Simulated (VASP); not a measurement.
Runs of VASP 6.6.1 on AlFe. The structure is that of space group Pm-3m (No. 221), or close to it. The cells are those of the table. 

```csv
task,cell,k mesh,cutoff (eV),k mesh for the DOS,occupations for the DOS,gap on the mesh (eV),pressure (GPa),moment (μB),relaxed volume (Å³/atom)
single point,"a = 2.787 Å, 2 atoms",14 × 14 × 14,520,-,-,none,(a),0.63,-
single point,"a = 2.816 Å, 2 atoms",14 × 14 × 14,520,-,-,none,6.5,0.64,-
single point,"a = 2.843 Å, 2 atoms",6 × 6 × 6,520,-,-,none,0.6,0.69,-
density of states,"a = 2.845 Å, 2 atoms",14 × 14 × 14,520,21 × 21 × 21,tetrahedron,-,-,0.66,-
single point,"a = 2.845 Å, 2 atoms",14 × 14 × 14,520,-,-,none,(b),0.65,-
relaxation of cell and atoms,"relaxed from a = 2.910 Å, 2 atoms",6 × 6 × 6,600,-,-,none,-0.1,0.69,11.53
single point,"a = 2.873 Å, 2 atoms",14 × 14 × 14,520,-,-,none,-5.1,0.67,-
relaxation of cell and atoms,"relaxed from a = 2.843 Å, 2 atoms",14 × 14 × 14,600,-,-,none,0.0,0.66,11.53
single point,"a = 2.901 Å, 2 atoms",14 × 14 × 14,520,-,-,none,-9.6,0.69,-
single point,"a = 2.910 Å, 2 atoms",6 × 6 × 6,520,-,-,none,-10.9,0.73,-
```

Alike in all rows: level PBEsol; potentials or basis VASP PAW PBE potentials, release 64 (Al, Fe); spin collinear, ferromagnetic start; smearing gaussian 0.1 eV.

Problem. Estimate the missing entries.

Solution. (a) 13.7; (b) 0.2.

Caveats: some runs use coarse meshes; the PAW data sets were made with another functional, which shifts forces and pressure a little; tetrahedron occupations give inexact forces and stress in metals (some runs); the moment fell far below its start of 4 μB, so a state of higher moment may lie lower in energy (some runs).

A gap of «none» marks levels without a gap at the run's occupations.
